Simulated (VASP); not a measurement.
# SrTiO3 (I4/mcm) in VASP: further runs

The runs below take SrTiO3 through relaxation of shape and atoms at fixed volume, single point, with PBE.

All numbers are computed with VASP 6.6.1; they aren't measurements. Logs are shortened: lines on timing, memory, paths and dates and some standing lists are left out, and cuts for length are marked.

### 1 The cell of the first run

It takes space group I4/mcm (No. 140, tetragonal). The conventional cell has a = 5.375 Å, b = 5.375 Å, c = 7.674 Å, α = 90.00°, β = 90.00°, γ = 90.00°. Within 3.4 Å of Sr (site symmetry -42m) lie 12 O at 2.55 to 2.86 Å and 8 Ti at 3.30 Å. Within 2.5 Å of Ti (site symmetry 4/m) lie 6 O at 1.91 to 1.92 Å. Within 2.5 Å of O (site symmetry 422) lie 2 Ti at 1.92 Å. O (site symmetry m2m) has 2 Ti at 1.91 Å and 2 Sr at 2.55 Å within 2.6 Å.

### 2 Relaxation of shape and atoms at fixed volume, PBE (11.08 Å³/atom)

File INCAR:

```
PREC = Accurate
ENCUT = 600
EDIFF = 1E-6
ISMEAR = 0
SIGMA = 0.02
LREAL = F
LASPH = T
NELM = 80
ALGO = Normal
ISIF = 4
LWAVE = F
LCHARG = F
GGA = PE
IBRION = 2
NSW = 50
EDIFFG = -0.01
```

File KPOINTS:

```
regular mesh
0
Gamma
  8 8 8
```

File POSCAR:

```
SrTiO3
1.0
   -2.6873721447      2.6873721447      3.8367784035
    2.6873721447     -2.6873721447      3.8367784035
    2.6873721447      2.6873721447     -3.8367784035
Sr Ti O
2 2 6
Direct
    0.7500000000      0.2500000000      0.5000000000
    0.2500000000      0.7500000000      0.5000000000
    0.0000000000      0.0000000000      0.0000000000
    0.5000000000      0.5000000000      0.0000000000
    0.2500000000      0.2500000000      0.0000000000
    0.7500000000      0.7500000000      0.0000000000
    0.7207675309      0.2207675309      0.9415350617
    0.2207675309      0.2792324691      0.5000000000
    0.2792324691      0.7792324691      0.0584649383
    0.7792324691      0.7207675309      0.5000000000
```

Potentials or basis: VASP PAW PBE potentials, release 64 (Sr_sv, Ti_sv, O).

On the command line:

```
cat potpaw_PBE.64/Sr_sv/POTCAR potpaw_PBE.64/Ti_sv/POTCAR potpaw_PBE.64/O/POTCAR > POTCAR
mpirun -np 1 vasp_std > vasp.out
```

OUTCAR:

```text
PREC = Accurate
   ENCUT = 600
   EDIFF = 1E-6
   ISMEAR = 0
   LREAL = F
   LASPH = T
   NELM = 80
   ISIF = 4
   GGA = PE
   IBRION = 2
   NSW = 50
   EDIFFG = -0.01

 ion  position               nearest neighbor table
   1  0.750  0.250  0.500-   7 2.55   8 2.55  10 2.55   9 2.55   5 2.69   6 2.69   6 2.69   5 2.69
                             8 2.86  10 2.86   9 2.86   7 2.86   4 3.30   3 3.30   4 3.30   3 3.30
   2  0.250  0.750  0.500-   9 2.55   8 2.55  10 2.55   7 2.55   5 2.69   6 2.69   5 2.69   6 2.69
                            10 2.86   8 2.86   7 2.86   9 2.86   4 3.30   3 3.30   4 3.30   3 3.30
   3  0.000  0.000  0.000-   8 1.91  10 1.91   9 1.91   7 1.91   5 1.92   6 1.92   1 3.30   1 3.30
                             2 3.30   2 3.30   1 3.30   2 3.30   1 3.30   2 3.30
   4  0.500  0.500  0.000-  10 1.91   8 1.91   7 1.91   9 1.91   5 1.92   6 1.92   1 3.30   1 3.30
                             2 3.30   2 3.30   2 3.30   1 3.30   2 3.30   1 3.30
   5  0.250  0.250  0.000-   3 1.92   4 1.92   1 2.69   2 2.69   2 2.69   1 2.69
   6  0.750  0.750  0.000-   3 1.92   4 1.92   1 2.69   2 2.69   1 2.69   2 2.69
   7  0.721  0.221  0.942-   3 1.91   4 1.91   1 2.55   2 2.55   2 2.86   1 2.86
   8  0.221  0.279  0.500-   4 1.91   3 1.91   1 2.55   2 2.55   1 2.86   2 2.86
   9  0.279  0.779  0.058-   3 1.91   4 1.91   2 2.55   1 2.55   1 2.86   2 2.86
  10  0.779  0.721  0.500-   3 1.91   4 1.91   1 2.55   2 2.55   1 2.86   2 2.86

  LATTYP: Found a body centered tetragonal cell.
 ALAT       =     5.3747442894
 C/A-ratio  =     1.4277063975

  Lattice vectors:

 A1 = (  -2.6873721447,   2.6873721447,   3.8367784035)
 A2 = (   2.6873721447,  -2.6873721447,   3.8367784035)
 A3 = (   2.6873721447,   2.6873721447,  -3.8367784035)

Analysis of symmetry for initial positions (statically):
=====================================================================
 Subroutine PRICEL returns:
 Original cell was already a primitive cell.

 Routine SETGRP: Setting up the symmetry group for a
 body centered tetragonal supercell.

 Subroutine GETGRP returns: Found 16 space group operations
 (whereof  8 operations were pure point group operations)
 out of a pool of 16 trial point group operations.

The static configuration has the point symmetry C_4h.
 The point group associated with its full space group is D_4h.

Analysis of symmetry for dynamics (positions and initial velocities):
=====================================================================
 Subroutine PRICEL returns:
 Original cell was already a primitive cell.

 Routine SETGRP: Setting up the symmetry group for a
 body centered tetragonal supercell.

 Subroutine GETGRP returns: Found 16 space group operations
 (whereof  8 operations were pure point group operations)
 out of a pool of 16 trial point group operations.

[... 126 lines left out ...]
   TEBEG  =    0.0;   TEEND  =   0.0 temperature during run
   PSTRESS=    0.0 pullay stress
   NELECT =      80.0000    total number of electrons
   NUPDOWN=      -1.0000    fix difference up-down
   EMIN   =  10.00;   EMAX   =-10.00  energy-range for DOS
   EFERMI =   0.00;   METHOD = LEGACY
   ISMEAR =     0;   SIGMA  =   0.02  broadening in eV -4-tet -1-fermi 0-gaus
   EFERMI_NEDOS =   21; number of points for ismear=-14 and -15
   IALGO  =     38    algorithm
   IMIX   =      4    mixing-type and parameters
     AMIX     =   0.40;   BMIX     =  1.00
     AMIX_MAG =   1.60;   BMIX_MAG =  1.00
  volume/ion in A,a.u.               =      11.08        74.80
  Fermi-wavevector in a.u.,A,eV,Ry     =   1.468512  2.775085 29.341322  2.156526
  Thomas-Fermi vector in A             =   2.584000
   LORBIT       =      0    0 simple, 1 ext, 2 COOP (PROOUT), +10 PAW based schemes
   GGA     = PE    functional components
   LHFCALC =     F    Hartree Fock is set to
   AEXX    =    0.0000 exact exchange contribution
   IVDW    =     0    specifies the selected vdW correction
   LEPSILON=     F    determine dielectric tensor
   LRPA    =     F    only Hartree local field effects (RPA)
 conjugate gradient relaxation of ions
 non-spin polarized calculation
 Gauss-broadening in eV      SIGMA  =   0.02
  energy-cutoff  :      600.00
  volume of cell :      110.84
 maximum number of plane-waves:      3718
 NGX is ok and might be reduce to    48
   NGX = 21   NGY = 21   NGZ = 21

--------------------------------------- Ionic step        1  -------------------------------------------

 number of electron      79.9999994 magnetization

 Free energy of the ion-electron system (eV)
  ---------------------------------------------------
  ext. energy  EPLUGINS =         0.00000000
  ---------------------------------------------------
  free energy    TOTEN  =       -79.55430327 eV

  energy without entropy =      -79.55430327  energy(sigma->0) =      -79.55430327

------------------------ aborting loop because EDIFF is reached ----------------------------------------

  FORCE on cell =-STRESS in cart. coord.  units (eV):
  Direction    XX          YY          ZZ          XY          YZ          ZX
  --------------------------------------------------------------------------------------
  -------------------------------------------------------------------------------------
  Total       13.7577284     13.7577284     13.9327259      0.0000000     -0.0000000      0.0000000
  in kB      198.8726148    198.8726148    201.4022627      0.0000000     -0.0000000      0.0000000
  external PRESSURE =     199.7158308 kB  Pullay stress =       0.0000000 kB
[... 207 lines left out ...]
--------------------------------------- Ionic step        6  -------------------------------------------

 number of electron      79.9999989 magnetization

 Free energy of the ion-electron system (eV)
  ---------------------------------------------------
  ext. energy  EPLUGINS =         0.00000000
  ---------------------------------------------------
  free energy    TOTEN  =       -79.55518174 eV

  energy without entropy =      -79.55518174  energy(sigma->0) =      -79.55518174

 E-fermi :   4.7216     XC(G=0): -11.6566

 val. band max:        4.5798455562   @ k =  -0.1250   0.1250   0.0000
 cond. band min:       6.7453212468   @ k =   0.0000   0.0000   0.0000
 fundamental gap:      2.1654756906
 Fermi energy:         4.7215776756

 k-point     1 :       0.0000    0.0000    0.0000
  band No.  band energies     occupation
      1     -51.5053      2.00000
      2     -51.4985      2.00000
      3     -27.8826      2.00000
      4     -27.8826      2.00000
      5     -27.8777      2.00000
      6     -27.7952      2.00000
[... 1213 lines left out ...]
     47      10.8295      0.00000
     48      10.8295      0.00000

 [... further k-points ...]
[... 5 lines left out ...]
  --------------------------------------------------------------------------------------
  -------------------------------------------------------------------------------------
  Total       13.8413650     13.8413650     13.7946003      0.0000000      0.0000000      0.0000000
  in kB      200.0816103    200.0816103    199.4056101      0.0000000      0.0000000      0.0000000
  external PRESSURE =     199.8562769 kB  Pullay stress =       0.0000000 kB
[... 25 lines left out ...]
  FREE ENERGIE OF THE ION-ELECTRON SYSTEM (eV)
  ---------------------------------------------------
  free  energy   TOTEN  =       -79.5551817443 eV

  energy  without entropy=      -79.5551817443  energy(sigma->0) =      -79.55518174

 reached required accuracy - stopping structural energy minimisation
```

OSZICAR:

```text
N       E                     dE             d eps       ncg     rms          rms(c)
DAV:   1     0.110529959420E+04    0.11053E+04   -0.44345E+04  5664   0.206E+03
DAV:   2     0.773030948129E+02   -0.10280E+04   -0.97623E+03  6112   0.576E+02
[... 47 lines left out ...]
DAV:   1    -0.795531154409E+02    0.17288E-02   -0.11630E+00  5664   0.482E+00    0.196E-01
DAV:   2    -0.795552830455E+02   -0.21676E-02   -0.22966E-02  6248   0.699E-01    0.146E-01
DAV:   3    -0.795552411722E+02    0.41873E-04   -0.88980E-04  8120   0.115E-01    0.896E-02
DAV:   4    -0.795551774144E+02    0.63758E-04   -0.22472E-04  7520   0.966E-02    0.174E-02
DAV:   5    -0.795551819000E+02   -0.44856E-05   -0.62031E-05  6320   0.451E-02    0.113E-02
DAV:   6    -0.795551817443E+02    0.15570E-06   -0.45850E-06  5872   0.117E-02
   6 F= -.79555182E+02 E0= -.79555182E+02  d E =-.702457E-03
```

Wall time 51 min (1 thread of Oxide Virtual Turin-like, shared host); peak memory 0.52 GiB.

What came out:

```yaml
Free_energy: -79.5552 eV
Energy_gained_by_relaxing: 0.1 meV/atom
Ionic_steps: 6
Pressure_after_relaxing: 20.0 GPa
Largest_force_after_relaxing: 0.008 eV/Å
Band_gap_on_the_k_mesh: 2.17 eV (least direct gap 2.18 eV)
```

Forces on the atoms (eV/Å):
```
Sr   0.000  0.000  0.000
Sr   0.000  0.000  0.000
Ti   0.000  0.000  0.000
Ti   0.000  0.000  0.000
O    0.000  0.000  0.000
O    0.000  0.000  0.000
O   -0.005 -0.005  0.000
O    0.005 -0.005  0.000
O    0.005  0.005  0.000
O   -0.005  0.005  0.000
```

Step by step:
| step | energy change (eV) | largest force (eV/Å) | pressure (GPa) | volume (Å³) |
| --- | --- | --- | --- | --- |
| 1 | 0.0000 | 0.0204 | 19.97 | 110.84 |
| 2 | -0.0001 | 0.0216 | 20.05 | 110.84 |
| 3 | -0.0002 | 0.0234 | 20.05 | 110.84 |
| 4 | -0.0003 | 0.0218 | 20.04 | 110.84 |
| 5 | -0.0005 | 0.0172 | 20.02 | 110.84 |
| 6 | -0.0009 | 0.0077 | 19.99 | 110.84 |

Final structure:
```
Sr Ti O
1.0
    -2.68527    2.68527    3.84280
     2.68527   -2.68527    3.84280
     2.68527    2.68527   -3.84280
Sr Ti O
2 2 6
Cartesian
  0.0000 2.6853 1.9214
  2.6853 0.0000 1.9214
  2.6853 -2.6853 3.8428
  0.0000 0.0000 3.8428
  0.0000 0.0000 1.9214
  0.0000 0.0000 5.7642
  1.1758 3.8611 0.0000
  1.5095 1.1758 0.0000
  1.5095 -1.1758 3.8428
  1.1758 1.5095 3.8428
```

A k mesh can miss the band edges.

### 3 Single point, PBE

This run uses another cell than the first one, of 12.18 Å³/atom.

File INCAR:

```
SYSTEM = SrTiO3
PREC = Accurate
ENCUT = 520
EDIFF = 1E-6
ISMEAR = 0
SIGMA = 0.02
LREAL = .FALSE.
LASPH = .TRUE.
NELM = 60
ALGO = Normal
ISIF = 2
LWAVE = .FALSE.
LCHARG = .FALSE.
GGA = PE
NBANDS = 51
```

File KPOINTS:

```
Automatic mesh
0
G
  8 8 8
  0 0 0
```

File POSCAR:

```
SrTiO3
1.0
   -2.7777137591      2.7777137591      3.9464442042
    2.7777137591     -2.7777137591      3.9464442042
    2.7777137591      2.7777137591     -3.9464442042
Sr Ti O
2 2 6
Direct
    0.7500000000      0.2500000000      0.5000000000
    0.2500000000      0.7500000000      0.5000000000
    0.0000000000      0.0000000000      0.0000000000
    0.5000000000      0.5000000000      0.0000000000
    0.2500000000      0.2500000000      0.0000000000
    0.7500000000      0.7500000000      0.0000000000
    0.7281949558      0.2281949558      0.9563899116
    0.2281949558      0.2718050442      0.5000000000
    0.2718050442      0.7718050442      0.0436100884
    0.7718050442      0.7281949558      0.5000000000
```

Potentials or basis: VASP PAW PBE potentials, release 64 (Sr_sv, Ti_sv, O).

On the command line:

```
cat potpaw_PBE.64/Sr_sv/POTCAR potpaw_PBE.64/Ti_sv/POTCAR potpaw_PBE.64/O/POTCAR > POTCAR
mpirun -np 1 vasp_std > vasp.out
```

Wall time 9 min (1 thread of Oxide Virtual Turin-like, shared host); peak memory 0.42 GiB.

It converged, with:

```yaml
Free_energy: -80.2136 eV
Pressure: 0.6 GPa
Largest_force: 0.004 eV/Å
Band_gap_on_the_k_mesh: 1.90 eV
```

Forces on the atoms (eV/Å):
```
Sr   0.000  0.000  0.000
Sr   0.000  0.000  0.000
Ti   0.000  0.000  0.000
Ti   0.000  0.000  0.000
O    0.000  0.000  0.000
O    0.000  0.000  0.000
O    0.003  0.003  0.000
O   -0.003  0.003  0.000
O   -0.003 -0.003  0.000
O    0.003 -0.003  0.000
```

Levels at points of the mesh, in eV from the valence-band top:
```csv
k point,band 37,band 38,band 39,band 40,band 41,band 42,band 43,band 44
"(0.00, 0.00, 0.00)",-0.31,-0.11,0.00,0.00,1.90,1.90,1.91,3.97
"(0.50, 0.00, 0.00)",-0.75,-0.75,-0.56,-0.56,3.28,3.28,3.32,3.32
"(0.50, 0.50, 0.00)",-1.38,-0.68,-0.67,-0.05,2.02,3.63,3.65,3.66
"(0.50, 0.50, 0.50)",-1.45,-0.63,-0.63,-0.07,2.05,3.59,3.59,3.78
```

A k mesh can miss the band edges. As with any semilocal functional, this PBE gap is likely too small.

### 4 Single point, PBE

This run uses another cell than the first one, of 12.18 Å³/atom.

File INCAR:

```
PREC = Accurate
ENCUT = 520
EDIFF = 1E-7
ISMEAR = 0
SIGMA = 0.02
LREAL = F
LASPH = T
NELM = 60
ALGO = Normal
ISIF = 2
LWAVE = F
LCHARG = F
GGA = PE
NBANDS = 51
```

File KPOINTS:

```
Automatic mesh
0
Gamma
  8 8 8
```

POSCAR is that of step 3.

On the command line:

```
cat potpaw_PBE.64/Sr_sv/POTCAR potpaw_PBE.64/Ti_sv/POTCAR potpaw_PBE.64/O/POTCAR > POTCAR
mpirun -np 1 vasp_std > vasp.out
```

Wall time 22 min (1 thread of Oxide Virtual Turin-like, shared host); peak memory 0.42 GiB.

The run converged. Its results:

* Free energy: -80.2136 eV
* Pressure: 0.6 GPa
* Largest force: 0.004 eV/Å
* Band gap on the k mesh: 1.90 eV

Forces in eV/Å, atoms in the order of the input:
```
Sr   0.000  0.000  0.000
Sr   0.000  0.000  0.000
Ti   0.000  0.000  0.000
Ti   0.000  0.000  0.000
O    0.000  0.000  0.000
O    0.000  0.000  0.000
O    0.003  0.003  0.000
O   -0.003  0.003  0.000
O   -0.003 -0.003  0.000
O    0.003 -0.003  0.000
```

Levels at points of the mesh, in eV from the valence-band top:
| k point | band 38 | band 39 | band 40 | band 41 | band 42 | band 43 |
| --- | --- | --- | --- | --- | --- | --- |
| (0.00, 0.00, 0.00) | -0.11 | 0.00 | 0.00 | 1.90 | 1.90 | 1.91 |
| (0.50, 0.00, 0.00) | -0.75 | -0.56 | -0.56 | 3.28 | 3.28 | 3.32 |
| (0.50, 0.50, 0.00) | -0.68 | -0.67 | -0.05 | 2.02 | 3.63 | 3.65 |
| (0.50, 0.50, 0.50) | -0.63 | -0.63 | -0.07 | 2.05 | 3.59 | 3.59 |

A k mesh can miss the band edges.
